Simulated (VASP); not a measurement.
The system is Sr3O2.

```
Sr O
1.0
     4.23054    0.00000    0.00000
     0.00000    4.23054    0.00000
     0.00000    0.00000    4.23054
Sr O
3 2
Direct
  0.00000 0.50000 0.50000
  0.50000 0.00000 0.50000
  0.50000 0.50000 0.00000
  0.50000 0.50000 0.50000
  0.00000 0.00000 0.00000
```

| Quantity | Value |
| --- | --- |
| Program | VASP 6.6.1 |
| Task | relaxation of cell and atoms |
| Functional | PBE |
| Potentials or basis | VASP PAW PBE potentials, release 64 (Sr_sv, O) |
| Cutoff | 600 eV |
| k mesh | 4 × 4 × 4 |
| Occupations | gaussian, width 0.1 eV |
| Spin | no spin polarisation |

At the start: pressure 53.9 GPa; volume 15.14 Å³/atom.

Q: Where does the relaxation end?

A: Over 4 steps the energy falls by 1135.7 meV/atom and the volume is 25.04 Å³/atom (+65.4 %); space group Pm-3m (No. 221, to 0.05 Å).

Step by step:
```tsv
step	energy change (eV)	largest force (eV/Å)	pressure (GPa)	volume (Å³)
1	0.0000	0.0000	53.89	75.72
2	-5.2786	0.0000	-5.57	146.37
3	-5.6726	0.0000	0.82	122.76
4	-5.6783	0.0000	-0.06	125.22
```

Final structure:
```
Sr O
1.0
     5.00291    0.00000    0.00000
     0.00000    5.00291    0.00000
     0.00000    0.00000    5.00291
Sr O
3 2
Direct
  0.00000 0.50000 0.50000
  0.50000 0.00000 0.50000
  0.50000 0.50000 0.00000
  0.50000 0.50000 0.50000
  0.00000 0.00000 0.00000
```

Caveat: the k points lie up to 0.31 Å⁻¹ apart in the final cell; the volume moved by over 15 % at a fixed basis, so the end points are rough.
